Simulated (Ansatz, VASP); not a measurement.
**Two plane-wave programs on Ge**

```
Ge
1.0
     3.76997    0.00000    0.00000
     0.00000    5.13016    0.00000
     0.00000    0.00000    6.01895
Ge
4
Direct
  0.50000 0.00000 0.71064
  0.50000 0.00000 0.28936
  0.00000 0.50000 0.00000
  0.00000 0.00000 0.00000
```

Alike in both runs: functional PBE; k mesh 12 × 10 × 8; occupations gaussian, width 0.1 eV; no spin polarisation.

Ansatz relaxed the structure, and its values are those at the end. VASP's run is a single point on that final structure, the one shown.

```csv
,VASP,Ansatz
version,VASP 6.6.1,Ansatz 0.2.0
potentials or method,"VASP PAW PBE potentials, release 64 (Ge_d), cutoff 520 eV","scalar-relativistic, plane waves, PAW"
valence electrons in the cell,56,56
```

```csv
,VASP,Ansatz,Ansatz less VASP
gap on the k mesh at the Fermi level (eV),none,none,-
pressure (GPa),0.0,0.0,+0.04
```

A gap of «none» marks a metal or a gap that the smearing closes. With one functional, cell and mesh, what is left measures potentials, basis and numerics.
